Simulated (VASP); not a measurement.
# GaSe3 (I4/mcm) in VASP: single point with PBE

Aim: the single point of GaSe3 with PBE.

Everything below comes from runs of VASP 6.6.1. Logs are shortened: lines on timing, memory, paths and dates and some standing lists are left out, and cuts for length are marked.

## (1) The cell of the first run

It takes space group I4/mcm (No. 140, tetragonal). Conventional cell: a = 7.071 Å, b = 7.071 Å, c = 10.000 Å, α = 90.00°, β = 90.00°, γ = 90.00°. Within 3.3 Å of Ga (site symmetry 4/m) lie 6 Se at 2.50 to 2.53 Å. Within 3.3 Å of Se (site symmetry m2m) lie 2 Ga at 2.53 Å. Within 3.3 Å of Se (site symmetry 422) lie 2 Ga at 2.50 Å.

## (2) Single point, PBE

Contents of INCAR:

```
SYSTEM = GaSe3
  PREC = Accurate
  ENCUT = 520
  EDIFF = 1E-6
  ISMEAR = 0
  SIGMA = 0.1
  LREAL = .FALSE.
  LASPH = .TRUE.
  NELM = 60
  ALGO = Normal
  ISIF = 2
  LWAVE = .FALSE.
  LCHARG = .FALSE.
  GGA = PE
  NBANDS = 41
```

Contents of KPOINTS:

```
Automatic mesh
0
G
  4 4 4
  0 0 0
```

Contents of POSCAR:

```
GaSe3
1.0
   -3.5355339100      3.5355339100      5.0000000000
    3.5355339100     -3.5355339100      5.0000000000
    3.5355339100      3.5355339100     -5.0000000000
Ga Se
2 6
Direct
    0.5000000000      0.5000000000      0.0000000000
    0.0000000000      0.0000000000      0.0000000000
    0.2907194600      0.7907194600      0.0814389200
    0.7907194600      0.7092805400      0.5000000000
    0.7500000000      0.7500000000      0.0000000000
    0.7092805400      0.2092805400      0.9185610800
    0.2092805400      0.2907194600      0.5000000000
    0.2500000000      0.2500000000      0.0000000000
```

Potentials or basis: VASP PAW PBE potentials, release 64 (Ga_d, Se).

Command:

```
> cat potpaw_PBE.64/Ga_d/POTCAR potpaw_PBE.64/Se/POTCAR > POTCAR
> mpirun -np 1 vasp_std > vasp.out
```

OUTCAR:

```text
SYSTEM = GaSe3
   PREC = Accurate
   ENCUT = 520
   EDIFF = 1E-6
   ISMEAR = 0
   LREAL = .FALSE.
   LASPH = .TRUE.
   NELM = 60
   ISIF = 2
   GGA = PE

 ion  position               nearest neighbor table
   1  0.500  0.500  0.000-   5 2.50   8 2.50   3 2.53   6 2.53   4 2.53   7 2.53
   2  0.000  0.000  0.000-   5 2.50   8 2.50   6 2.53   7 2.53   3 2.53   4 2.53
   3  0.291  0.791  0.081-   1 2.53   2 2.53
   4  0.791  0.709  0.500-   2 2.53   1 2.53
   5  0.750  0.750  0.000-   1 2.50   2 2.50
   6  0.709  0.209  0.919-   1 2.53   2 2.53
   7  0.209  0.291  0.500-   1 2.53   2 2.53
   8  0.250  0.250  0.000-   1 2.50   2 2.50

  LATTYP: Found a face centered cubic cell.
 ALAT       =    10.0000000058

  Lattice vectors:

 A1 = (   3.5355339100,  -3.5355339100,  -5.0000000000)
 A2 = (   3.5355339100,   3.5355339100,  -5.0000000000)
 A3 = (   7.0710678200,   0.0000000000,   0.0000000000)

Analysis of symmetry for initial positions (statically):
=====================================================================
 Subroutine PRICEL returns:
 Original cell was already a primitive cell.

 Routine SETGRP: Setting up the symmetry group for a
 face centered cubic supercell.

 Subroutine GETGRP returns: Found 16 space group operations
 (whereof  8 operations were pure point group operations)
 out of a pool of 48 trial point group operations.

The static configuration has the point symmetry C_4h.
 The point group associated with its full space group is D_4h.

Analysis of symmetry for dynamics (positions and initial velocities):
=====================================================================
 Subroutine PRICEL returns:
 Original cell was already a primitive cell.

 Routine SETGRP: Setting up the symmetry group for a
 face centered cubic supercell.

 Subroutine GETGRP returns: Found 16 space group operations
 (whereof  8 operations were pure point group operations)
 out of a pool of 48 trial point group operations.

The dynamic configuration has the point symmetry C_4h.
 The point group associated with its full space group is D_4h.

 Subroutine INISYM returns: Found 16 space group operations
 (whereof  8 operations are pure point group operations),
 and found     1 'primitive' translations

----------------------------------------------------------------------------------------

                                     Primitive cell

  volume of cell :     250.0000

  direct lattice vectors                    reciprocal lattice vectors
    -3.535533910  3.535533910  5.000000000     0.000000000  0.141421356  0.100000000
     3.535533910 -3.535533910  5.000000000     0.141421356  0.000000000  0.100000000
     3.535533910  3.535533910 -5.000000000     0.141421356  0.141421356  0.000000000

  length of vectors
     7.071067816  7.071067816  7.071067816     0.173205081  0.173205081  0.200000000

  position of ions in fractional coordinates (direct lattice)
     0.500000000  0.500000000  0.000000000
     0.000000000  0.000000000  0.000000000
     0.290719460  0.790719460  0.081438920
     0.790719460  0.709280540  0.500000000
     0.750000000  0.750000000  0.000000000
     0.709280540  0.209280540  0.918561080
     0.209280540  0.290719460  0.500000000
     0.250000000  0.250000000  0.000000000

  ion indices of the primitive-cell ions
   primitive index   ion index
                 1           1
                 2           2
                 3           3
                 4           4
                 5           5
                 6           6
                 7           7
                 8           8

----------------------------------------------------------------------------------------

 KPOINTS: Automatic mesh

Automatic generation of k-mesh.
 Grid dimensions read from file:
 generate k-points for:    4    4    4

 Generating k-lattice:

  Cartesian coordinates                     Fractional coordinates (reciprocal lattice)
     0.000000000  0.035355339  0.025000000     0.250000000  0.000000000  0.000000000
     0.035355339  0.000000000  0.025000000     0.000000000  0.250000000  0.000000000
     0.035355339  0.035355339  0.000000000     0.000000000  0.000000000  0.250000000

  Length of vectors
     0.043301270  0.043301270  0.050000000

  Shift w.r.t. Gamma in fractional coordinates (k-lattice)
     0.000000000  0.000000000  0.000000000

 Subroutine IBZKPT returns following result:
 ===========================================

 Found     13 irreducible k-points:

 Following reciprocal coordinates:
            Coordinates               Weight
  0.000000  0.000000  0.000000      1.000000
  0.250000  0.000000 -0.000000      8.000000
  0.500000  0.000000 -0.000000      4.000000
  0.250000  0.250000 -0.000000      8.000000
  0.250000 -0.250000  0.250000      4.000000
  0.500000  0.250000 -0.000000     16.000000
  0.500000 -0.250000  0.250000      8.000000
 -0.250000  0.250000  0.000000      4.000000
 -0.250000 -0.250000  0.250000      2.000000
  0.500000  0.500000 -0.000000      2.000000
  0.500000  0.500000  0.500000      1.000000
  0.250000  0.250000  0.250000      2.000000
  0.500000  0.500000  0.250000      4.000000
   k-points           NKPTS =     13   k-points in BZ     NKDIM =     13   number of bands    NBANDS=     41
   number of dos      NEDOS =    301   number of ions     NIONS =      8
   total plane-waves  NPLWV = 157464
   dimension x,y,z NGX =    54 NGY =   54 NGZ =   54
   dimension x,y,z NGXF=   108 NGYF=  108 NGZF=  108
   ions per type =               2   6
   NGX,Y,Z   is equivalent  to a cutoff of  12.70, 12.70, 12.70 a.u.
   NGXF,Y,Z  is equivalent  to a cutoff of  25.39, 25.39, 25.39 a.u.
 SYSTEM =  GaSe3
   PREC   = accura    normal or accurate (medium, high low for compatibility)
   ISTART =      0    job   : 0-new  1-cont  2-samecut
   ICHARG =      2    charge: 1-file 2-atom 10-const
   ISPIN  =      1    spin polarized calculation?
   LNONCOLLINEAR =      F non collinear calculations
   LSORBIT =      F    spin-orbit coupling
   LASPH  =      T    aspherical Exc in radial PAW
   ENCUT  =  520.0 eV  38.22 Ry    6.18 a.u.  13.15 13.15 13.15*2*pi/ulx,y,z
   NELM   =     60;   NELMIN=  2; NELMDL= -5     # of ELM steps
   EDIFF  = 0.1E-05   stopping-criterion for ELM
   LREAL  =      F    real-space projection
   EDIFFG = 0.1E-04   stopping-criterion for IOM
   NSW    =      0    number of steps for IOM
   IBRION =     -1    ionic relax: 0-MD 1-quasi-New 2-CG
   NFREE  =      0    steps in history (QN), initial steepest desc. (CG)
   ISIF   =      2    stress and relaxation
   ISYM   =      2    0-nonsym 1-usesym 2-fastsym
   POTIM  = 0.5000    time-step for ionic-motion
   TEBEG  =    0.0;   TEEND  =   0.0 temperature during run
   PSTRESS=    0.0 pullay stress
   NELECT =      62.0000    total number of electrons
   NUPDOWN=      -1.0000    fix difference up-down
   EMIN   =  10.00;   EMAX   =-10.00  energy-range for DOS
   EFERMI =   0.00;   METHOD = LEGACY
   ISMEAR =     0;   SIGMA  =   0.10  broadening in eV -4-tet -1-fermi 0-gaus
   EFERMI_NEDOS =   21; number of points for ismear=-14 and -15
   IALGO  =     38    algorithm
   IMIX   =      4    mixing-type and parameters
     AMIX     =   0.40;   BMIX     =  1.00
     AMIX_MAG =   1.60;   BMIX_MAG =  1.00
  volume/ion in A,a.u.               =      31.25       210.89
  Fermi-wavevector in a.u.,A,eV,Ry     =   1.028550  1.943678 14.393808  1.057915
  Thomas-Fermi vector in A             =   2.162552
   LORBIT       =      0    0 simple, 1 ext, 2 COOP (PROOUT), +10 PAW based schemes
   GGA     = PE    functional components
   LHFCALC =     F    Hartree Fock is set to
   AEXX    =    0.0000 exact exchange contribution
   IVDW    =     0    specifies the selected vdW correction
   LEPSILON=     F    determine dielectric tensor
   LRPA    =     F    only Hartree local field effects (RPA)
 non-spin polarized calculation
 Gauss-broadening in eV      SIGMA  =   0.10
  energy-cutoff  :      520.00
  volume of cell :      250.00
 maximum number of plane-waves:      6754
 NGX is ok and might be reduce to    54
   NGX = 27   NGY = 27   NGZ = 27

 number of electron      62.0000024 magnetization

 Free energy of the ion-electron system (eV)
  ---------------------------------------------------
  ext. energy  EPLUGINS =         0.00000000
  ---------------------------------------------------
  free energy    TOTEN  =       -23.23386723 eV

  energy without entropy =      -23.14930631  energy(sigma->0) =      -23.19158677

 E-fermi :   0.7316     XC(G=0):  -8.0725

 val. band max:        0.7175377403   @ k =  -0.2500   0.2500   0.0000
 cond. band min:       0.7319113746   @ k =   0.0000   0.0000   0.0000
 fundamental gap:      0.0143736343
 Fermi energy:         0.7316282630

 k-point     1 :       0.0000    0.0000    0.0000
  band No.  band energies     occupation
      1     -14.1024      2.00000
      2     -14.0634      2.00000
      3     -13.9625      2.00000
      4     -13.9366      2.00000
      5     -13.8415      2.00000
      6     -13.8415      2.00000
[... 33 lines left out ...]
     40       6.0862      0.00000
     41       7.0209      0.00000

 k-point     2 :       0.2500    0.0000   -0.0000
  band No.  band energies     occupation
      1     -14.0848      2.00000
      2     -14.0472      2.00000
      3     -13.9864      2.00000
      4     -13.9579      2.00000
      5     -13.8406      2.00000
      6     -13.8405      2.00000
[... 33 lines left out ...]
     40       6.4822      0.00000
     41       7.5816      0.00000

 k-point     3 :       0.5000    0.0000   -0.0000
  band No.  band energies     occupation
      1     -14.0387      2.00000
      2     -14.0387      2.00000
      3     -14.0051      2.00000
      4     -14.0051      2.00000
      5     -13.8382      2.00000
      6     -13.8382      2.00000
[... 391 lines left out ...]
      2     -14.0592      2.00000
      3     -13.9897      2.00000
      4     -13.9897      2.00000
      5     -13.8398      2.00000
      6     -13.8398      2.00000
[... 33 lines left out ...]
     40       8.1799      0.00000
     41       8.3487      0.00000

 k-point    13 :       0.5000    0.5000    0.2500
  band No.  band energies     occupation
      1     -14.0859      2.00000
      2     -14.0459      2.00000
      3     -13.9928      2.00000
      4     -13.9735      2.00000
      5     -13.8401      2.00000
      6     -13.8384      2.00000
[... 33 lines left out ...]
     40       8.2035      0.00000
     41       8.3559      0.00000

------------------------ aborting loop because EDIFF is reached ----------------------------------------

  FORCE on cell =-STRESS in cart. coord.  units (eV):
  Direction    XX          YY          ZZ          XY          YZ          ZX
  --------------------------------------------------------------------------------------
  -------------------------------------------------------------------------------------
  Total       -0.3070795     -0.3070795      0.9776474      0.0000000      0.0000000      0.0000000
  in kB       -1.9679832     -1.9679832      6.2654581      0.0000000      0.0000000      0.0000000
  external PRESSURE =       0.7764972 kB  Pullay stress =       0.0000000 kB

 VOLUME and BASIS-vectors are now :
 -----------------------------------------------------------------------------
  energy-cutoff  :      520.00
  volume of cell :      250.00
      direct lattice vectors                 reciprocal lattice vectors
    -3.535533910  3.535533910  5.000000000     0.000000000  0.141421356  0.100000000
     3.535533910 -3.535533910  5.000000000     0.141421356  0.000000000  0.100000000
     3.535533910  3.535533910 -5.000000000     0.141421356  0.141421356  0.000000000

 POSITION                                       TOTAL-FORCE (eV/Angst)
 -----------------------------------------------------------------------------------
      0.00000      0.00000      5.00000         0.000000      0.000000      0.000000
      0.00000      0.00000      0.00000         0.000000      0.000000      0.000000
      2.05570     -1.47984      5.00000         0.097051      0.097051      0.000000
      1.47984      2.05570      5.00000        -0.097051      0.097051      0.000000
      0.00000      0.00000      7.50000         0.000000      0.000000      0.000000
      1.47984      5.01537      0.00000        -0.097051     -0.097051      0.000000
      2.05570      1.47984      0.00000         0.097051     -0.097051     -0.000000
      0.00000      0.00000      2.50000         0.000000      0.000000      0.000000
 -----------------------------------------------------------------------------------
    total drift:                                0.000000     -0.000000      0.000000

  FREE ENERGIE OF THE ION-ELECTRON SYSTEM (eV)
  ---------------------------------------------------
  free  energy   TOTEN  =       -23.2338672280 eV

  energy  without entropy=      -23.1493063138  energy(sigma->0) =      -23.19158677
```

Wall time 4.1 min (1 thread of Intel Xeon Platinum 8259CL at 2.50GHz (Skylake/Cascade Lake), shared host); peak memory 0.45 GiB.

What came out:

```yaml
Free_energy: -23.2339 eV
Pressure: 0.1 GPa
Largest_force: 0.137 eV/Å
Band_gap_on_the_k_mesh: zero (band 31 reaches 1.04 eV, above the bottom of band 32 at 0.47 eV)
```

Forces in eV/Å, atoms in the order of the input:
```
Ga   0.000  0.000  0.000
Ga   0.000  0.000  0.000
Se   0.097  0.097  0.000
Se  -0.097  0.097  0.000
Se   0.000  0.000  0.000
Se  -0.097 -0.097  0.000
Se   0.097 -0.097  0.000
Se   0.000  0.000  0.000
```
